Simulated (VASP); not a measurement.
Wanted: the native input for a VASP 6.6.1 run.

- Task: single point
- Functional: r2SCAN
- Potentials or basis: VASP PAW PBE potentials, release 64 (Zr_sv, B)
- Cutoff: 520 eV
- k mesh: 4 × 4 × 6
- Occupations: gaussian, width 0.1 eV
- Spin: no spin polarisation
- Dipole correction: no
- Further INCAR settings: ALGO = Normal; EDIFF = 1e-06; NBANDS = 36

Zr2B:

```xyz
6
Lattice="5.6323 0.0000 0.0000 0.0000 5.7024 0.0000 0.0000 0.0000 3.4840" Properties=species:S:1:pos:R:3 pbc="T T T"
Zr    1.4525    1.9160    0.0000
Zr    4.1798    3.7864    0.0000
Zr    4.2687    0.9352    1.7420
Zr    1.3637    4.7672    1.7420
B     0.0000    0.0000    0.0000
B     2.8162    2.8512    1.7420
```

The input as run:

POSCAR

```
Zr2B
1.0
    5.6323428401      0.0000000000      0.0000000000
    0.0000000000      5.7023997151      0.0000000000
    0.0000000000      0.0000000000      3.4840132848
Zr B
4 2
Direct
    0.2578861120      0.3360052306      0.0000000000
    0.7421138880      0.6639947694      0.0000000000
    0.7578861120      0.1639947694      0.5000000000
    0.2421138880      0.8360052306      0.5000000000
    0.0000000000      0.0000000000      0.0000000000
    0.5000000000      0.5000000000      0.5000000000
```

INCAR.step1

```
SYSTEM = Zr2B
PREC = Accurate
ENCUT = 520
ISMEAR = 0
SIGMA = 0.1
LREAL = .FALSE.
LASPH = .TRUE.
NELM = 60
NBANDS = 36
GGA = PE
ALGO = Normal
EDIFF = 1E-4
LWAVE = .TRUE.
LCHARG = .FALSE.
```

INCAR.step2

```
SYSTEM = Zr2B
PREC = Accurate
ENCUT = 520
EDIFF = 1E-6
ISMEAR = 0
SIGMA = 0.1
LREAL = .FALSE.
LASPH = .TRUE.
NELM = 60
ALGO = Normal
ISIF = 2
LWAVE = .FALSE.
LCHARG = .FALSE.
METAGGA = R2SCAN
LMIXTAU = .TRUE.
NBANDS = 36
ISTART = 1
```

KPOINTS

```
Automatic mesh
0
G
  4 4 6
  0 0 0
```

Potentials or basis: VASP PAW PBE potentials, release 64 (Zr_sv, B).

Launch:

```sh
$ cat potpaw_PBE.64/Zr_sv/POTCAR potpaw_PBE.64/B/POTCAR > POTCAR
$ cp INCAR.step1 INCAR
$ mpirun -np 1 vasp_std > vasp.out
$ cp INCAR.step2 INCAR
$ mpirun -np 1 vasp_std > vasp.out
```

Results of the run:

| Quantity | Value |
| --- | --- |
| Pressure | 0.2 GPa |
| Largest force | 0.004 eV/Å |
| Band gap on the k mesh | zero (bands 27 and 28 overlap by 1.41 eV) |

Caveat: the PAW data sets were made with another functional, which shifts forces and pressure a little.

It took 3.2 min on 1 thread of Intel(R) Xeon(R) 6975P-C (Granite Rapids), on a shared host, peak memory 0.29 GiB.
